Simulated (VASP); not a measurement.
# TiAl3: relaxation of cell and atoms with PBEsol

The system is TiAl3.

```xyz
4
Lattice="2.8397 0.0000 0.0000 0.0000 4.6813 0.0000 0.0000 0.0000 4.9007" Properties=species:S:1:pos:R:3 pbc="T T T"
Ti    0.0000    2.3406    0.8131
Al    0.0000    0.0000    4.0965
Al    1.4198    0.0000    1.6217
Al    1.4198    2.3406    3.2701
```

* Program: VASP 6.6.1
* Task: relaxation of cell and atoms
* Functional: PBEsol
* Potentials or basis: VASP PAW PBE potentials, release 64 (Ti_sv, Al)
* Cutoff: 600 eV
* k mesh: 9 × 6 × 6
* Occupations: fermi-dirac, width 0.05 eV
* Spin: no spin polarisation
* Target pressure: 20 GPa
* Dipole correction: no
* Further INCAR settings: ALGO = Normal; EDIFF = 1e-06; IBRION = 2; EDIFFG = -0.01; NSW = 60; ISIF = 3

```json
{"Relaxed volume": "13.77 Å³/atom", "Relaxed cell": "a = 2.636 Å, b = 4.453 Å, c = 4.694 Å, α = 90.00°, β = 90.00°, γ = 90.00°", "Space group after relaxing (to 0.1 Å)": "Pmm2 (No. 25)", "Energy change on relaxing (the run minimises the enthalpy)": "+111.8 meV/atom", "Ionic steps": "17", "Pressure after relaxing": "20.0 GPa", "Largest force after relaxing": "0.004 eV/Å", "Band gap on the k mesh": "zero (an odd number of electrons rules out a gap without spin polarisation)"}
```

Forces in eV/Å, atoms in the order of the input:
```
Ti   0.000  0.000 -0.002
Al   0.000  0.000 -0.001
Al   0.000  0.000  0.004
Al   0.000  0.000 -0.001
```

The path:
```tsv
step	energy change (eV)	largest force (eV/Å)	pressure (GPa)	volume (Å³)
1	0.0000	0.0477	-2.34	65.15
2	2.6931	0.2948	64.32	45.99
3	0.4150	0.1281	18.98	55.44
4	0.4503	0.1323	19.90	55.15
5	0.4740	0.1350	20.52	54.96
6	0.4695	0.0812	20.52	54.95
7	0.4698	0.1078	20.53	54.94
8	0.4244	0.0796	19.41	55.30
9	0.4281	0.0816	19.47	55.27
10	0.4356	0.0510	19.70	55.20
11	0.4464	0.0463	20.00	55.11
12	0.4448	0.0470	19.97	55.12
13	0.4502	0.0129	20.09	55.07
14	0.4516	0.0068	20.11	55.06
15	0.4519	0.0058	20.14	55.06
16	0.4410	0.0051	19.84	55.15
17	0.4472	0.0041	20.00	55.10
```

Final structure:
```yaml
crystal:
  lattice:
    - [2.63605, 0.00000, 0.00000]
    - [0.00000, 4.45312, 0.00000]
    - [0.00000, 0.00000, 4.69359]
  atoms:
    - { symbol: Ti, position: [0.00000, 0.50000, 0.16254] }
    - { symbol: Al, position: [0.00000, 0.00000, 0.84003] }
    - { symbol: Al, position: [0.50000, 0.00000, 0.33567] }
    - { symbol: Al, position: [0.50000, 0.50000, 0.66175] }
```

Levels at points of the mesh, in eV from the Fermi level:
| k point | band 8 | band 9 | band 10 | band 11 | band 12 | band 13 | band 14 |
| --- | --- | --- | --- | --- | --- | --- | --- |
| (0.00, 0.00, 0.00) | -3.93 | -2.80 | -1.11 | -0.55 | 3.00 | 3.04 | 3.13 |
| (0.00, 0.50, 0.00) | -3.45 | -2.16 | -1.68 | -0.25 | 2.98 | 3.05 | 3.21 |
| (0.00, 0.00, 0.50) | -2.45 | -2.18 | -1.13 | -0.44 | 2.60 | 2.95 | 3.15 |
| (0.00, 0.50, 0.50) | -5.17 | -0.32 | -0.11 | 0.73 | 2.98 | 3.00 | 3.76 |

Wall time 4.7 min on 1 thread of Intel(R) Xeon(R) 6975P-C (Granite Rapids), with other jobs on the host, peak memory 0.27 GiB.

Caveat: the cell is relaxed towards a set pressure, so the run minimises the enthalpy, not the energy; the volume moved by over 15 % at a fixed basis, so the end points are rough; the PAW data sets were made with another functional, which shifts forces and pressure a little.
